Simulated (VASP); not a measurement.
# Ga3Se (Pm-3m) in VASP: notebook

Ga3Se is run at these levels: PBEsol+D3(BJ); tasks: single point, relaxation of cell and atoms.

Program: VASP 6.6.1. These are calculated values, not measurements. Logs are shortened: lines on timing, memory, paths and dates and some standing lists are left out, and cuts for length are marked.

## 1. The cell of the first run

The structure is cubic, space group Pm-3m (No. 221). Conventional cell: a = 4.225 Å, b = 4.225 Å, c = 4.225 Å, α = 90.00°, β = 90.00°, γ = 90.00°. Ga (site symmetry 4/mmm) has 8 Ga at 2.99 Å and 4 Se at 2.99 Å within 3.9 Å. Se (site symmetry m-3m) has 12 Ga at 2.99 Å within 3.9 Å.

## 2. Single point, PBEsol+D3(BJ)

Input file INCAR:

```
SYSTEM = Ga3Se
PREC = Accurate
ENCUT = 520
EDIFF = 1E-6
ISMEAR = 0
SIGMA = 0.1
LREAL = .False.
LASPH = .True.
NELM = 60
ALGO = Normal
ISIF = 2
LWAVE = .False.
LCHARG = .True.
GGA = PS
IVDW = 12
LELF = .True.
LVHAR = .True.
NBANDS = 30
```

Input file KPOINTS:

```
Automatic mesh
0
Gamma
  10 10 10
  0 0 0
```

Input file POSCAR:

```
Ga3Se
1.0
    4.2249181734      0.0000000000      0.0000000000
    0.0000000000      4.2249181734      0.0000000000
    0.0000000000      0.0000000000      4.2249181734
Ga Se
3 1
Direct
    0.0000000000      0.5000000000      0.5000000000
    0.5000000000      0.0000000000      0.5000000000
    0.5000000000      0.5000000000      0.0000000000
    0.0000000000      0.0000000000      0.0000000000
```

Potentials or basis: VASP PAW PBE potentials, release 64 (Ga_d, Se).

Run with:

```sh
$ cat potpaw_PBE.64/Ga_d/POTCAR potpaw_PBE.64/Se/POTCAR > POTCAR
$ mpirun -np 1 vasp_std > vasp.out
```

OUTCAR:

```text
SYSTEM = Ga3Se
   PREC = Accurate
   ENCUT = 520
   EDIFF = 1E-6
   ISMEAR = 0
   LREAL = .False.
   LASPH = .True.
   NELM = 60
   ISIF = 2
   GGA = PS
   IVDW = 12
 IVDW          = 12

 ion  position               nearest neighbor table
   1  0.000  0.500  0.500-
   2  0.500  0.000  0.500-
   3  0.500  0.500  0.000-
   4  0.000  0.000  0.000-

  LATTYP: Found a simple cubic cell.
 ALAT       =     4.2249181734

  Lattice vectors:

 A1 = (   4.2249181734,   0.0000000000,   0.0000000000)
 A2 = (   0.0000000000,   4.2249181734,   0.0000000000)
 A3 = (   0.0000000000,   0.0000000000,   4.2249181734)

Analysis of symmetry for initial positions (statically):
=====================================================================
 Subroutine PRICEL returns:
 Original cell was already a primitive cell.

 Routine SETGRP: Setting up the symmetry group for a
 simple cubic supercell.

 Subroutine GETGRP returns: Found 48 space group operations
 (whereof 48 operations were pure point group operations)
 out of a pool of 48 trial point group operations.

The static configuration has the point symmetry O_h .

Analysis of symmetry for dynamics (positions and initial velocities):
=====================================================================
 Subroutine PRICEL returns:
 Original cell was already a primitive cell.

 Routine SETGRP: Setting up the symmetry group for a
 simple cubic supercell.

 Subroutine GETGRP returns: Found 48 space group operations
 (whereof 48 operations were pure point group operations)
 out of a pool of 48 trial point group operations.

The dynamic configuration has the point symmetry O_h .

 Subroutine INISYM returns: Found 48 space group operations
 (whereof 48 operations are pure point group operations),
 and found     1 'primitive' translations

----------------------------------------------------------------------------------------

                                     Primitive cell

  volume of cell :      75.4145

  direct lattice vectors                    reciprocal lattice vectors
     4.224918173  0.000000000  0.000000000     0.236690975  0.000000000  0.000000000
     0.000000000  4.224918173  0.000000000     0.000000000  0.236690975  0.000000000
     0.000000000  0.000000000  4.224918173     0.000000000  0.000000000  0.236690975

  length of vectors
     4.224918173  4.224918173  4.224918173     0.236690975  0.236690975  0.236690975

  position of ions in fractional coordinates (direct lattice)
     0.000000000  0.500000000  0.500000000
     0.500000000  0.000000000  0.500000000
     0.500000000  0.500000000  0.000000000
     0.000000000  0.000000000  0.000000000

  ion indices of the primitive-cell ions
   primitive index   ion index
                 1           1
                 2           2
                 3           3
                 4           4

----------------------------------------------------------------------------------------

 KPOINTS: Automatic mesh

Automatic generation of k-mesh.
 Grid dimensions read from file:
 generate k-points for:   10   10   10

 Generating k-lattice:

  Cartesian coordinates                     Fractional coordinates (reciprocal lattice)
     0.023669097  0.000000000  0.000000000     0.100000000  0.000000000  0.000000000
     0.000000000  0.023669097  0.000000000     0.000000000  0.100000000  0.000000000
     0.000000000  0.000000000  0.023669097     0.000000000  0.000000000  0.100000000

  Length of vectors
     0.023669097  0.023669097  0.023669097

  Shift w.r.t. Gamma in fractional coordinates (k-lattice)
     0.000000000  0.000000000  0.000000000

 Subroutine IBZKPT returns following result:
 ===========================================

 Found     56 irreducible k-points:

 Following reciprocal coordinates:
            Coordinates               Weight
  0.000000  0.000000  0.000000      1.000000
  0.100000  0.000000  0.000000      6.000000
  0.200000  0.000000  0.000000      6.000000
  0.300000  0.000000  0.000000      6.000000
  0.400000  0.000000  0.000000      6.000000
  0.500000  0.000000  0.000000      3.000000
[... 16 lines left out ...]
  0.200000  0.100000  0.100000     24.000000
  0.300000  0.100000  0.100000     24.000000
 [... further k-points ...]
   k-points           NKPTS =     56   k-points in BZ     NKDIM =     56   number of bands    NBANDS=     30
   number of dos      NEDOS =    301   number of ions     NIONS =      4
   total plane-waves  NPLWV =  32768
   dimension x,y,z NGX =    32 NGY =   32 NGZ =   32
   dimension x,y,z NGXF=    64 NGYF=   64 NGZF=   64
   ions per type =               3   1
   NGX,Y,Z   is equivalent  to a cutoff of  12.59, 12.59, 12.59 a.u.
   NGXF,Y,Z  is equivalent  to a cutoff of  25.18, 25.18, 25.18 a.u.
 SYSTEM =  Ga3Se
   PREC   = accura    normal or accurate (medium, high low for compatibility)
   ISTART =      0    job   : 0-new  1-cont  2-samecut
   ICHARG =      2    charge: 1-file 2-atom 10-const
   ISPIN  =      1    spin polarized calculation?
   LNONCOLLINEAR =      F non collinear calculations
   LSORBIT =      F    spin-orbit coupling
   LASPH  =      T    aspherical Exc in radial PAW
   ENCUT  =  520.0 eV  38.22 Ry    6.18 a.u.   7.86  7.86  7.86*2*pi/ulx,y,z
   NELM   =     60;   NELMIN=  2; NELMDL= -5     # of ELM steps
   EDIFF  = 0.1E-05   stopping-criterion for ELM
   LREAL  =      F    real-space projection
   EDIFFG = 0.1E-04   stopping-criterion for IOM
   NSW    =      0    number of steps for IOM
   IBRION =     -1    ionic relax: 0-MD 1-quasi-New 2-CG
   NFREE  =      0    steps in history (QN), initial steepest desc. (CG)
   ISIF   =      2    stress and relaxation
   ISYM   =      2    0-nonsym 1-usesym 2-fastsym
   POTIM  = 0.5000    time-step for ionic-motion
   TEBEG  =    0.0;   TEEND  =   0.0 temperature during run
   PSTRESS=    0.0 pullay stress
   NELECT =      45.0000    total number of electrons
   NUPDOWN=      -1.0000    fix difference up-down
   EMIN   =  10.00;   EMAX   =-10.00  energy-range for DOS
   EFERMI =   0.00;   METHOD = LEGACY
   ISMEAR =     0;   SIGMA  =   0.10  broadening in eV -4-tet -1-fermi 0-gaus
   EFERMI_NEDOS =   21; number of points for ismear=-14 and -15
   IALGO  =     38    algorithm
   IMIX   =      4    mixing-type and parameters
     AMIX     =   0.40;   BMIX     =  1.00
     AMIX_MAG =   1.60;   BMIX_MAG =  1.00
  volume/ion in A,a.u.               =      18.85       127.23
  Fermi-wavevector in a.u.,A,eV,Ry     =   1.378248  2.604511 25.845185  1.899568
  Thomas-Fermi vector in A             =   2.503327
   LORBIT       =      0    0 simple, 1 ext, 2 COOP (PROOUT), +10 PAW based schemes
   GGA     = PS    functional components
   LHFCALC =     F    Hartree Fock is set to
   AEXX    =    0.0000 exact exchange contribution
   IVDW    =    12    specifies the selected vdW correction
   LEPSILON=     F    determine dielectric tensor
   LRPA    =     F    only Hartree local field effects (RPA)
 non-spin polarized calculation
 Gauss-broadening in eV      SIGMA  =   0.10
  energy-cutoff  :      520.00
  volume of cell :       75.41
 maximum number of plane-waves:      2048
 NGX is ok and might be reduce to    32
   NGX = 15   NGY = 15   NGZ = 15

 number of electron      44.9999972 magnetization

 Free energy of the ion-electron system (eV)
  ---------------------------------------------------
  ext. energy  EPLUGINS =         0.00000000
  ---------------------------------------------------
  free energy    TOTEN  =       -14.00015046 eV

  energy without entropy =      -13.98709458  energy(sigma->0) =      -13.99362252

 E-fermi :   5.8406     XC(G=0): -11.1041

 val. band max:        5.8388442001   @ k =   0.4000   0.3000   0.2000
 cond. band min:       5.8441794532   @ k =   0.5000   0.4000   0.1000
 fundamental gap:      0.0053352531
 Fermi energy:         5.8405751380

 k-point     1 :       0.0000    0.0000    0.0000
  band No.  band energies     occupation
      1      -9.3175      2.00000
      2      -9.2016      2.00000
      3      -9.2016      2.00000
      4      -9.2016      2.00000
      5      -9.1305      2.00000
      6      -9.1305      2.00000
[... 22 lines left out ...]
     29      12.2531      0.00000
     30      13.1670      0.00000

 k-point     2 :       0.1000    0.0000    0.0000
  band No.  band energies     occupation
      1      -9.3023      2.00000
      2      -9.1997      2.00000
      3      -9.1947      2.00000
      4      -9.1947      2.00000
      5      -9.1293      2.00000
      6      -9.1249      2.00000
[... 22 lines left out ...]
     29      12.6280      0.00000
     30      13.2353      0.00000

 k-point     3 :       0.2000    0.0000    0.0000
  band No.  band energies     occupation
      1      -9.2616      2.00000
      2      -9.1946      2.00000
      3      -9.1744      2.00000
      4      -9.1744      2.00000
      5      -9.1260      2.00000
      6      -9.1090      2.00000
[... 22 lines left out ...]
     29      13.2900      0.00000
     30      13.4376      0.00000

 k-point     4 :       0.3000    0.0000    0.0000
  band No.  band energies     occupation
      1      -9.2065      2.00000
      2      -9.1879      2.00000
      3      -9.1431      2.00000
      4      -9.1431      2.00000
      5      -9.1211      2.00000
      6      -9.0859      2.00000
[... 616 lines left out ...]
     29      12.8411      0.00000
     30      13.5478      0.00000

 k-point    23 :       0.2000    0.1000    0.1000
  band No.  band energies     occupation
      1      -9.2434      2.00000
      2      -9.1842      2.00000
      3      -9.1671      2.00000
      4      -9.1666      2.00000
      5      -9.1158      2.00000
      6      -9.1026      2.00000
[... 22 lines left out ...]
     29      12.6566      0.00000
     30      13.4140      0.00000

 k-point    24 :       0.3000    0.1000    0.1000
  band No.  band energies     occupation
      1      -9.2011      2.00000
      2      -9.1748      2.00000
      3      -9.1402      2.00000
      4      -9.1361      2.00000
      5      -9.1115      2.00000
      6      -9.0788      2.00000
[... 22 lines left out ...]
     29      11.6087      0.00000
     30      13.9618      0.00000

 [... further k-points ...]

------------------------ aborting loop because EDIFF is reached ----------------------------------------

 Edisp (eV)   -1.29476

 E8    (eV) :    -0.8763

  FORCE on cell =-STRESS in cart. coord.  units (eV):
  Direction    XX          YY          ZZ          XY          YZ          ZX
  --------------------------------------------------------------------------------------
  -------------------------------------------------------------------------------------
  Total       0.11661     0.11661     0.11661     0.00000    -0.00000     0.00000
  in kB       2.47732     2.47732     2.47732     0.00000    -0.00000     0.00000
  external pressure =        2.48 kB  Pullay stress =        0.00 kB

 VOLUME and BASIS-vectors are now :
 -----------------------------------------------------------------------------
  energy-cutoff  :      520.00
  volume of cell :       75.41
      direct lattice vectors                 reciprocal lattice vectors
     4.224918173  0.000000000  0.000000000     0.236690975  0.000000000  0.000000000
     0.000000000  4.224918173  0.000000000     0.000000000  0.236690975  0.000000000
     0.000000000  0.000000000  4.224918173     0.000000000  0.000000000  0.236690975

 POSITION                                       TOTAL-FORCE (eV/Angst)
 -----------------------------------------------------------------------------------
      0.00000      2.11246      2.11246         0.000000      0.000000      0.000000
      2.11246      0.00000      2.11246         0.000000      0.000000      0.000000
      2.11246      2.11246      0.00000         0.000000      0.000000      0.000000
      0.00000      0.00000      0.00000         0.000000      0.000000      0.000000
 -----------------------------------------------------------------------------------
    total drift:                                0.000000     -0.000000     -0.000000

  FREE ENERGIE OF THE ION-ELECTRON SYSTEM (eV)
  ---------------------------------------------------
  free  energy   TOTEN  =       -15.2949078145 eV

  energy  without entropy=      -15.2818519392  energy(sigma->0) =      -15.28837988
```

Run time: 2.2 min. Hardware: 1 thread of AMD EPYC 7R13, shared host; peak memory 0.22 GiB.

What came out:

| Property | Result |
| --- | --- |
| Free energy | -15.2949 eV |
| Pressure | 0.2 GPa |
| Band gap on the k mesh | zero (an odd number of electrons rules out a gap without spin polarisation) |
| Dispersion energy per atom | -0.324 eV |

Levels at points of the mesh, in eV from the Fermi level:
```tsv
k point	band 20	band 21	band 22	band 23	band 24	band 25	band 26	band 27
(0.00, 0.00, 0.00)	-4.41	-2.67	-2.67	1.79	1.79	1.79	4.75	4.75
(0.50, 0.00, 0.00)	-3.29	-1.66	-1.18	-0.55	-0.55	0.84	4.64	4.64
(0.50, 0.50, 0.00)	-2.52	-0.97	-0.43	-0.43	1.53	1.53	1.73	1.93
(0.50, 0.50, 0.50)	-5.25	-5.25	-5.25	-4.11	4.64	4.64	4.64	9.65
```

Caveat: the PAW data sets were made with another functional, which shifts forces and pressure a little.

## 3. Single point, PBEsol+D3(BJ)

Input file INCAR:

```
PREC = Accurate
ENCUT = 520
EDIFF = 1E-6
ISMEAR = 0
SIGMA = 0.1
LREAL = F
LASPH = T
NELM = 60
ALGO = Normal
ISIF = 2
LWAVE = F
LCHARG = F
GGA = PS
IVDW = 12
NBANDS = 30
```

Input file KPOINTS:

```
regular mesh
0
Gamma
  10 10 10
```

POSCAR is that of step 2.

Potentials or basis: VASP PAW PBE potentials, release 64 (Ga_d, Se).

Run with:

```sh
$ cat potpaw_PBE.64/Ga_d/POTCAR potpaw_PBE.64/Se/POTCAR > POTCAR
$ mpirun -np 1 vasp_std > vasp.out
```

It took 2.1 min on 1 thread of AMD EPYC 7R13, shared host; peak memory 0.22 GiB.

Results (log left out):

```yaml
Free_energy: -15.2949 eV
Pressure: 0.2 GPa
Band_gap_on_the_k_mesh: zero (an odd number of electrons rules out a gap without spin polarisation)
Dispersion_energy_per_atom: -0.324 eV
```

Levels at points of the mesh, in eV from the Fermi level:
| k point | band 21 | band 22 | band 23 | band 24 | band 25 | band 26 |
| --- | --- | --- | --- | --- | --- | --- |
| (0.00, 0.00, 0.00) | -2.67 | -2.67 | 1.79 | 1.79 | 1.79 | 4.75 |
| (0.50, 0.00, 0.00) | -1.66 | -1.18 | -0.55 | -0.55 | 0.84 | 4.64 |
| (0.50, 0.50, 0.00) | -0.97 | -0.43 | -0.43 | 1.53 | 1.53 | 1.73 |
| (0.50, 0.50, 0.50) | -5.25 | -5.25 | -4.11 | 4.64 | 4.64 | 4.64 |

Caveat: the PAW data sets were made with another functional, which shifts forces and pressure a little.

(Part 1 of 2 ends here.)
